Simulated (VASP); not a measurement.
# Ag (I4/mmm) in VASP: further runs, part 2 of 2

VASP 6.6.1. The steps go on from the part before.

**3. Single point, PBEsol (strain +0.000 along x and y, +0.080 along z)**

INCAR reads:

```
PREC = Accurate
ENCUT = 520
EDIFF = 1E-7
ISMEAR = 0
SIGMA = 0.15
LREAL = False
LASPH = True
NELM = 100
ALGO = Fast
ISIF = 2
LWAVE = False
LCHARG = True
GGA = PS
LELF = True
LVHAR = True
NBANDS = 12
```

KPOINTS reads:

```
Automatic mesh
0
Gamma
  20 20 20
```

POSCAR reads:

```
Ag
1.0
    0.0000000000      2.0431000000      2.2065480000
    2.0431000000      0.0000000000      2.2065480000
    2.0431000000      2.0431000000      0.0000000000
Ag
1
Direct
    0.0000000000      0.0000000000      0.0000000000
```

Potentials or basis: VASP PAW PBE potentials, release 64 (Ag).

Command:

```console
cat potpaw_PBE.64/Ag/POTCAR > POTCAR
mpirun -np 1 vasp_std > vasp.out
```

OUTCAR:

```text
PREC = Accurate
   ENCUT = 520
   EDIFF = 1E-7
   ISMEAR = 0
   LREAL = False
   LASPH = True
   NELM = 100
   ISIF = 2
   GGA = PS

 ion  position               nearest neighbor table
   1  0.000  0.000  0.000-

  LATTYP: Found a body centered tetragonal cell.
 ALAT       =     2.8893797293
 C/A-ratio  =     1.5273506474

  Lattice vectors:

 A1 = (  -2.0431000000,   0.0000000000,   2.2065480000)
 A2 = (   2.0431000000,   0.0000000000,   2.2065480000)
 A3 = (   0.0000000000,   2.0431000000,  -2.2065480000)

Analysis of symmetry for initial positions (statically):
=====================================================================
 Subroutine PRICEL returns:
 Original cell was already a primitive cell.

 Routine SETGRP: Setting up the symmetry group for a
 body centered tetragonal supercell.

 Subroutine GETGRP returns: Found 16 space group operations
 (whereof 16 operations were pure point group operations)
 out of a pool of 16 trial point group operations.

The static configuration has the point symmetry D_4h.

Analysis of symmetry for dynamics (positions and initial velocities):
=====================================================================
 Subroutine PRICEL returns:
 Original cell was already a primitive cell.

 Routine SETGRP: Setting up the symmetry group for a
 body centered tetragonal supercell.

 Subroutine GETGRP returns: Found 16 space group operations
 (whereof 16 operations were pure point group operations)
 out of a pool of 16 trial point group operations.

The dynamic configuration has the point symmetry D_4h.

 Subroutine INISYM returns: Found 16 space group operations
 (whereof 16 operations are pure point group operations),
 and found     1 'primitive' translations

----------------------------------------------------------------------------------------

                                     Primitive cell

  volume of cell :      18.4214

  direct lattice vectors                    reciprocal lattice vectors
     0.000000000  2.043100000  2.206548000    -0.244726151  0.244726151  0.226598288
     2.043100000  0.000000000  2.206548000     0.244726151 -0.244726151  0.226598288
     2.043100000  2.043100000  0.000000000     0.244726151  0.244726151 -0.226598288

  length of vectors
     3.007176697  3.007176697  2.889379729     0.413676882  0.413676882  0.413676882

  position of ions in fractional coordinates (direct lattice)
     0.000000000  0.000000000  0.000000000

  ion indices of the primitive-cell ions
   primitive index   ion index
                 1           1

----------------------------------------------------------------------------------------

 KPOINTS: Automatic mesh

Automatic generation of k-mesh.
 Grid dimensions read from file:
 generate k-points for:   20   20   20

 Generating k-lattice:

  Cartesian coordinates                     Fractional coordinates (reciprocal lattice)
    -0.012236308  0.012236308  0.011329914     0.050000000  0.000000000  0.000000000
     0.012236308 -0.012236308  0.011329914     0.000000000  0.050000000  0.000000000
     0.012236308  0.012236308 -0.011329914     0.000000000  0.000000000  0.050000000

  Length of vectors
     0.020683844  0.020683844  0.020683844

  Shift w.r.t. Gamma in fractional coordinates (k-lattice)
     0.000000000  0.000000000  0.000000000

 Subroutine IBZKPT returns following result:
 ===========================================

 Found    641 irreducible k-points:

 Following reciprocal coordinates:
            Coordinates               Weight
  0.000000  0.000000  0.000000      1.000000
  0.050000 -0.000000  0.000000      8.000000
  0.100000 -0.000000  0.000000      8.000000
  0.150000 -0.000000  0.000000      8.000000
  0.200000 -0.000000  0.000000      8.000000
  0.250000 -0.000000  0.000000      8.000000
[... 16 lines left out ...]
 -0.400000  0.050000  0.000000      8.000000
 -0.350000  0.050000  0.000000      8.000000
 [... further k-points ...]
   k-points           NKPTS =    641   k-points in BZ     NKDIM =    641   number of bands    NBANDS=     12
   number of dos      NEDOS =    301   number of ions     NIONS =      1
   total plane-waves  NPLWV =  13824
   dimension x,y,z NGX =    24 NGY =   24 NGZ =   24
   dimension x,y,z NGXF=    48 NGYF=   48 NGZF=   48
   ions per type =               1
   NGX,Y,Z   is equivalent  to a cutoff of  13.27, 13.27, 13.81 a.u.
   NGXF,Y,Z  is equivalent  to a cutoff of  26.54, 26.54, 27.62 a.u.
 SYSTEM =  unknown system
   PREC   = accura    normal or accurate (medium, high low for compatibility)
   ISTART =      0    job   : 0-new  1-cont  2-samecut
   ICHARG =      2    charge: 1-file 2-atom 10-const
   ISPIN  =      1    spin polarized calculation?
   LNONCOLLINEAR =      F non collinear calculations
   LSORBIT =      F    spin-orbit coupling
   LASPH  =      T    aspherical Exc in radial PAW
   ENCUT  =  520.0 eV  38.22 Ry    6.18 a.u.   5.59  5.59  5.37*2*pi/ulx,y,z
   NELM   =    100;   NELMIN=  2; NELMDL= -5     # of ELM steps
   EDIFF  = 0.1E-06   stopping-criterion for ELM
   LREAL  =      F    real-space projection
   EDIFFG = 0.1E-05   stopping-criterion for IOM
   NSW    =      0    number of steps for IOM
   IBRION =     -1    ionic relax: 0-MD 1-quasi-New 2-CG
   NFREE  =      0    steps in history (QN), initial steepest desc. (CG)
   ISIF   =      2    stress and relaxation
   ISYM   =      2    0-nonsym 1-usesym 2-fastsym
   POTIM  = 0.5000    time-step for ionic-motion
   TEBEG  =    0.0;   TEEND  =   0.0 temperature during run
   PSTRESS=    0.0 pullay stress
   NELECT =      11.0000    total number of electrons
   NUPDOWN=      -1.0000    fix difference up-down
   EMIN   =  10.00;   EMAX   =-10.00  energy-range for DOS
   EFERMI =   0.00;   METHOD = LEGACY
   ISMEAR =     0;   SIGMA  =   0.15  broadening in eV -4-tet -1-fermi 0-gaus
   EFERMI_NEDOS =   21; number of points for ismear=-14 and -15
   IALGO  =     68    algorithm
   IMIX   =      4    mixing-type and parameters
     AMIX     =   0.40;   BMIX     =  1.00
     AMIX_MAG =   1.60;   BMIX_MAG =  1.00
  volume/ion in A,a.u.               =      18.42       124.31
  Fermi-wavevector in a.u.,A,eV,Ry     =   1.378579  2.605136 25.857584  1.900479
  Thomas-Fermi vector in A             =   2.503627
   LORBIT       =      0    0 simple, 1 ext, 2 COOP (PROOUT), +10 PAW based schemes
   GGA     = PS    functional components
   LHFCALC =     F    Hartree Fock is set to
   AEXX    =    0.0000 exact exchange contribution
   IVDW    =     0    specifies the selected vdW correction
   LEPSILON=     F    determine dielectric tensor
   LRPA    =     F    only Hartree local field effects (RPA)
 non-spin polarized calculation
 RMM-DIIS sequential band-by-band and
 Gauss-broadening in eV      SIGMA  =   0.15
  energy-cutoff  :      520.00
  volume of cell :       18.42
 maximum number of plane-waves:       517
   NGX = 11   NGY = 11   NGZ = 11

 number of electron      11.0000003 magnetization

 Free energy of the ion-electron system (eV)
  ---------------------------------------------------
  ext. energy  EPLUGINS =         0.00000000
  ---------------------------------------------------
  free energy    TOTEN  =        -3.24863392 eV

  energy without entropy =       -3.24611632  energy(sigma->0) =       -3.24737512

 E-fermi :   7.2059     XC(G=0): -11.9558

 val. band max:        7.1756076495   @ k =   0.5000   0.4000   0.1000
 cond. band min:       7.2090982778   @ k =   0.4000   0.0000   0.4000
 fundamental gap:      0.0334906283
 Fermi energy:         7.2059318566

 k-point     1 :       0.0000    0.0000    0.0000
  band No.  band energies     occupation
      1      -0.0714      2.00000
      2       2.4037      2.00000
      3       2.8611      2.00000
      4       2.8611      2.00000
      5       3.3617      2.00000
      6       3.8256      2.00000
      7      23.0839      0.00000
      8      25.6221      0.00000
      9      26.3799      0.00000
     10      26.3799      0.00000
     11      30.7201      0.00000
     12      31.2212      0.00000
[... 331 lines left out ...]
 k-point    24 :      -0.3500    0.0500    0.0000
  band No.  band energies     occupation
      1       1.4023      2.00000
      2       2.5549      2.00000
      3       2.9789      2.00000
      4       3.9351      2.00000
      5       3.9744      2.00000
      6       5.1106      2.00000
      7      13.4540      0.00000
      8      21.5550      0.00000
      9      24.3136      0.00000
     10      26.2383      0.00000
     11      28.6479      0.00000
     12      29.6879      0.00000

 [... further k-points ...]

------------------------ aborting loop because EDIFF is reached ----------------------------------------

  FORCE on cell =-STRESS in cart. coord.  units (eV):
  Direction    XX          YY          ZZ          XY          YZ          ZX
  --------------------------------------------------------------------------------------
  -------------------------------------------------------------------------------------
  Total       -0.9120664     -0.9120664     -1.2399823      0.0000000     -0.0000000     -0.0000000
  in kB      -79.3257886    -79.3257886   -107.8458519      0.0000000     -0.0000000     -0.0000000
  external PRESSURE =     -88.8324764 kB  Pullay stress =       0.0000000 kB

 VOLUME and BASIS-vectors are now :
 -----------------------------------------------------------------------------
  energy-cutoff  :      520.00
  volume of cell :       18.42
      direct lattice vectors                 reciprocal lattice vectors
     0.000000000  2.043100000  2.206548000    -0.244726151  0.244726151  0.226598288
     2.043100000  0.000000000  2.206548000     0.244726151 -0.244726151  0.226598288
     2.043100000  2.043100000  0.000000000     0.244726151  0.244726151 -0.226598288

 POSITION                                       TOTAL-FORCE (eV/Angst)
 -----------------------------------------------------------------------------------
      0.00000      0.00000      0.00000        -0.000000      0.000000      0.000000
 -----------------------------------------------------------------------------------
    total drift:                               -0.000000      0.000000      0.000000

  FREE ENERGIE OF THE ION-ELECTRON SYSTEM (eV)
  ---------------------------------------------------
  free  energy   TOTEN  =        -3.2486339164 eV

  energy  without entropy=       -3.2461163172  energy(sigma->0) =       -3.24737512
```

OSZICAR:

```text
N       E                     dE             d eps       ncg     rms          rms(c)
DAV:   1     0.516431360308E+02    0.51643E+02   -0.54423E+03 15440   0.820E+02
DAV:   2    -0.274522241543E+01   -0.54388E+02   -0.51249E+02 17780   0.190E+02
DAV:   3    -0.356724366284E+01   -0.82202E+00   -0.82154E+00 18256   0.251E+01
DAV:   4    -0.356975722981E+01   -0.25136E-02   -0.25135E-02 17680   0.145E+00
DAV:   5    -0.356977802322E+01   -0.20793E-04   -0.20794E-04 18248   0.118E-01    0.461E+00
RMM:   6    -0.325807814928E+01    0.31170E+00   -0.51994E-01 15497   0.643E+00    0.279E+00
RMM:   7    -0.325181010429E+01    0.62680E-02   -0.84874E-03 17158   0.104E+00    0.169E+00
RMM:   8    -0.324865079067E+01    0.31593E-02   -0.59352E-04 17795   0.252E-01    0.194E-01
RMM:   9    -0.324863514210E+01    0.15649E-04   -0.96070E-05 18583   0.835E-02    0.532E-02
RMM:  10    -0.324863336696E+01    0.17751E-05   -0.16109E-05 18522   0.318E-02    0.151E-02
RMM:  11    -0.324863391129E+01   -0.54433E-06   -0.43925E-06 18134   0.133E-02    0.577E-03
RMM:  12    -0.324863391639E+01   -0.50998E-08   -0.42210E-07 15650   0.420E-03
   1 F= -.32486339E+01 E0= -.32473751E+01  d E =-.251760E-02
```

stdout:

```text
POSCAR found type information on POSCAR Ag
 POSCAR found :  1 types and       1 ions
 scaLAPACK will be used
 -----------------------------------------------------------------------------
|                                                                             |
|                                                                             |
|     You enforced a specific xc type in the INCAR file but a different       |
|     I HOPE YOU KNOW WHAT YOU ARE DOING!                                     |
|                                                                             |
 -----------------------------------------------------------------------------

 LDA part: xc-table for (Slater+PW92), standard interpolation
 POSCAR, INCAR and KPOINTS ok, starting setup
 FFT: planning ... GRIDC
 FFT: planning ... GRID_SOFT
 FFT: planning ... GRID
 WAVECAR not read
 entering main loop
```

Wall time 1.8 min (1 thread of Intel Xeon 8259CL, shared host); peak memory 0.26 GiB.

Results:

```
Free energy            : -3.2486 eV
Pressure               : -8.9 GPa
Band gap on the k mesh : zero (an odd number of electrons rules out a gap without spin polarisation)
```

Caveat: the cell differs from its parent crystal (strain +0.000 along x and y, +0.080 along z); the cell stands under tension; the PAW data sets were made with another functional, which shifts forces and pressure a little.

**4. Single point, PBEsol (strain +0.040 along x and y, +0.000 along z)**

INCAR reads:

```
PREC = Accurate
ENCUT = 520
EDIFF = 1E-6
ISMEAR = 0
SIGMA = 0.15
LREAL = False
LASPH = True
NELM = 100
ALGO = Normal
ISIF = 2
LWAVE = False
LCHARG = False
GGA = PS
NBANDS = 12
```

KPOINTS is that of step 3.

POSCAR reads:

```
Ag
1.0
    0.0000000000      2.1248240000      2.0431000000
    2.1248240000      0.0000000000      2.0431000000
    2.1248240000      2.1248240000      0.0000000000
Ag
1
Direct
    0.0000000000      0.0000000000      0.0000000000
```

Command:

```console
cat potpaw_PBE.64/Ag/POTCAR > POTCAR
mpirun -np 1 vasp_std > vasp.out
```

It took 96 s on 1 thread of Intel Xeon 8259CL, shared host; peak memory 0.26 GiB.

Results (log left out):

```
Free energy            : -3.2534 eV
Pressure               : -9.2 GPa
Band gap on the k mesh : zero (an odd number of electrons rules out a gap without spin polarisation)
```

Stress tensor (GPa, compression positive):
```
-9.51  0.00  0.00
 0.00 -9.51  0.00
 0.00  0.00 -8.46
```

Levels at points of the mesh, in eV from the Fermi level:
| k point | band 3 | band 4 | band 5 | band 6 | band 7 | band 8 | band 9 | band 10 |
| --- | --- | --- | --- | --- | --- | --- | --- | --- |
| (0.00, 0.00, 0.00) | -4.55 | -4.34 | -3.69 | -3.47 | 15.83 | 18.79 | 18.79 | 19.19 |
| (0.50, 0.00, 0.00) | -4.39 | -2.93 | -2.83 | -0.23 | 3.19 | 14.93 | 16.57 | 17.60 |
| (0.50, 0.50, 0.00) | -2.91 | -2.69 | -2.69 | 2.07 | 6.76 | 9.78 | 9.78 | 15.77 |
| (0.50, 0.00, 0.50) | -2.91 | -2.78 | -2.63 | 1.43 | 5.84 | 10.45 | 10.47 | 16.48 |

Caveat: the cell differs from its parent crystal (strain +0.040 along x and y, +0.000 along z); the cell stands under tension; the PAW data sets were made with another functional, which shifts forces and pressure a little.

**5. Summary**

| cell | gap on the mesh (eV) | pressure (GPa) |
| --- | --- | --- |
| a = 2.948, b = 2.948, c = 2.889 Å, angles 60.7, 60.7, 58.7°, 1 atom | none | -6.4 |
| a = 3.007, b = 3.007, c = 2.889 Å, angles 61.3, 61.3, 57.4°, 1 atom | none | -8.9 |
| a = 2.948, b = 2.948, c = 3.005 Å, angles 59.4, 59.4, 61.3°, 1 atom | none | -9.2 |

Alike in all rows: task single point; level PBEsol; potentials or basis VASP PAW PBE potentials, release 64 (Ag); no spin polarisation; k mesh 20 × 20 × 20; cutoff (eV) 520; smearing gaussian 0.15 eV.

Caveats: the cell stands under tension; the PAW data sets were made with another functional, which shifts forces and pressure a little.

Total energies depend on the potentials used, so only differences within one code and one set of settings carry meaning.
